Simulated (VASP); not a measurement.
Write the native input for VASP 6.6.1 that does the following.

| Item | Value |
| --- | --- |
| Task | relaxation of cell and atoms |
| Functional | PBEsol |
| Potentials or basis | VASP PAW PBE potentials, release 64 (Be, S) |
| Cutoff | 600 eV |
| k mesh | 8 × 8 × 8 |
| Occupations | gaussian, width 0.01 eV |
| Spin | no spin polarisation |
| Target pressure | 2 GPa |
| Dipole correction | no |
| Further INCAR settings | ALGO = Normal; EDIFF = 1e-07; IBRION = 2; EDIFFG = -0.002; NSW = 100; ISIF = 3 |

The structure of BeS lies in POSCAR:

```
BeS
1.0
    2.4189645438      2.4189645438      0.0000000000
   -2.4189645438      2.4189645438      0.0000000000
    0.0000000000      2.4189645438      2.4189645438
Be S
1 1
Direct
    0.0000000000      0.0000000000      0.0000000000
    0.7500000000      0.2500000000      0.5000000000
```

One way to write it, as run:

INCAR

```
SYSTEM = BeS
  PREC = Accurate
  ENCUT = 600
  EDIFF = 1E-7
  ISMEAR = 0
  SIGMA = 0.01
  LREAL = .FALSE.
  LASPH = .TRUE.
  NELM = 80
  ALGO = Normal
  ISIF = 3
  LWAVE = .FALSE.
  LCHARG = .FALSE.
  GGA = PS
  IBRION = 2
  NSW = 100
  EDIFFG = -0.002
  PSTRESS = 20.0
```

KPOINTS

```
Automatic mesh
0
G
  8 8 8
  0 0 0
```

Potentials or basis: VASP PAW PBE potentials, release 64 (Be, S).

Launch:

```console
$ cat potpaw_PBE.64/Be/POTCAR potpaw_PBE.64/S/POTCAR > POTCAR
$ mpirun -np 1 vasp_std > vasp.out
```

Results of the run:

The relaxed volume is 13.90 Å³/atom and the relaxed cell is a = 3.401 Å, b = 3.401 Å, c = 3.401 Å, α = 60.00°, β = 60.00°, γ = 90.00°. The space group after relaxing (to 0.05 Å) is F-43m (No. 216). The energy change on relaxing (the enthalpy is what falls) is +1.7 meV/atom and the ionic steps are 3. The pressure after relaxing is 2.0 GPa. The band gap on the k mesh is 2.87 eV, indirect (least direct gap 5.60 eV).

Caveat: the cell is relaxed towards a set pressure, so the enthalpy falls and the energy may rise; the PAW data sets were made with another functional, which shifts forces and pressure a little.

Wall time 26 s on 1 thread of Intel(R) Xeon(R) Platinum 8259CL CPU @ 2.50GHz (Skylake/Cascade Lake), on a shared host, peak memory 0.15 GiB.
